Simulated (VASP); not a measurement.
A run of VASP 6.6.1 is set up as follows.

The input POSCAR:

```
Al3Ni2
1.0
    4.0171733815      0.0000000000      0.0000000000
   -2.0085866908      3.4789741998      0.0000000000
    0.0000000000      0.0000000000      4.8433569654
Al Ni
3 2
Direct
    0.0000000000      0.0000000000      0.0000000000
    0.3333333333      0.6666666667      0.6481120198
    0.6666666667      0.3333333333      0.3518879802
    0.3333333333      0.6666666667      0.1465191005
    0.6666666667      0.3333333333      0.8534808995
```

INCAR.step1

```
SYSTEM = Al3Ni2
PREC = Accurate
ENCUT = 520
ISMEAR = 0
SIGMA = 0.1
LREAL = .FALSE.
LASPH = .TRUE.
NELM = 80
NBANDS = 22
GGA = PE
ALGO = Normal
EDIFF = 1E-4
LWAVE = .TRUE.
LCHARG = .FALSE.
```

The input INCAR.step2:

```
SYSTEM = Al3Ni2
PREC = Accurate
ENCUT = 520
EDIFF = 1E-7
ISMEAR = 0
SIGMA = 0.1
LREAL = .FALSE.
LASPH = .TRUE.
NELM = 80
ALGO = Normal
ISIF = 2
LWAVE = .FALSE.
LCHARG = .FALSE.
METAGGA = R2SCAN
LMIXTAU = .TRUE.
NBANDS = 22
ISTART = 1
```

The input KPOINTS:

```
Automatic mesh
0
G
  6 6 4
  0 0 0
```

Potentials or basis: VASP PAW PBE potentials, release 64 (Al, Ni).

Run with:

```console
$ cat potpaw_PBE.64/Al/POTCAR potpaw_PBE.64/Ni/POTCAR > POTCAR
$ cp INCAR.step1 INCAR
$ mpirun -np 1 vasp_std > vasp.out
$ cp INCAR.step2 INCAR
$ mpirun -np 1 vasp_std > vasp.out
```

**Question.** Predict the pressure.

**Answer.** -0.3 GPa.

**Question.** Estimate the band gap on the k mesh.

**Answer.** Zero (an odd number of electrons rules out a gap without spin polarisation).

**Question.** What does it give for the largest force?

**Answer.** 0.012 eV/Å.

Forces on the atoms (eV/Å):
```
Al   0.000  0.000  0.000
Al   0.000  0.000  0.012
Al   0.000  0.000 -0.012
Ni   0.000  0.000  0.012
Ni   0.000  0.000 -0.012
```

Caveat: the PAW data sets were made with another functional, which shifts forces and pressure a little. Spin polarisation is off, so any magnetic state and its effect on volume and gap are missing.
